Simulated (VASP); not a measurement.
Write the native input for VASP 6.6.1 that does the following.

```yaml
Task: single point
Functional: PBEsol
Potentials_or_basis: VASP PAW PBE potentials, release 64 (Zr_sv, B)
Cutoff: 520 eV
k_mesh: 15 × 15 × 12
Occupations: gaussian, width 0.15 eV
Spin: no spin polarisation
Dipole_correction: no
Further_INCAR_settings: ALGO = Normal; EDIFF = 1e-06; NBANDS = 16
```

The structure of ZrB2 lies in POSCAR:

```
ZrB2
1.0
    3.2179000000      0.0000000000      0.0000000000
   -1.6089500000      2.7867831468      0.0000000000
    0.0000000000      0.0000000000      3.3314000000
Zr B
1 2
Direct
    0.0000000000      0.0000000000      0.0000000000
    0.3333333333      0.6666666667      0.5000000000
    0.6666666667      0.3333333333      0.5000000000
```

One way to write it, as run:

INCAR

```
SYSTEM = ZrB2
ALGO     = Normal         ! electronic algorithm
EDIFF    = 1E-6           ! SCF threshold, eV
ENCUT    = 520            ! plane-wave cutoff, eV
GGA      = PS             ! functional
ISIF     = 2              ! what is computed and relaxed
ISMEAR   = 0              ! smearing method
LASPH    = .TRUE.         ! aspherical terms in the spheres
LCHARG   = .TRUE.         ! write CHGCAR
LELF     = .TRUE.         ! ELF
LREAL    = .FALSE.        ! projectors in reciprocal space
LVHAR    = .TRUE.       
LWAVE    = .FALSE.        ! write WAVECAR
NBANDS   = 16             ! bands
NELM     = 80             ! most SCF steps
PREC     = Accurate       ! precision mode
SIGMA    = 0.15           ! smearing width, eV
```

KPOINTS

```
k-points
0
G
  15 15 12
  0 0 0
```

Potentials or basis: VASP PAW PBE potentials, release 64 (Zr_sv, B).

Command:

```sh
$ cat potpaw_PBE.64/Zr_sv/POTCAR potpaw_PBE.64/B/POTCAR > POTCAR
$ mpirun -np 1 vasp_std > vasp.out
```

Results of the run:

The pressure is 2.9 GPa. The band gap on the k mesh is zero (bands 9 and 10 overlap by 1.10 eV).

Caveat: the PAW data sets were made with another functional, which shifts forces and pressure a little.

Run time: 38 s on 1 thread of AMD EPYC 9R45 96-Core Processor (Zen 5) (shared host), peak memory 0.18 GiB.
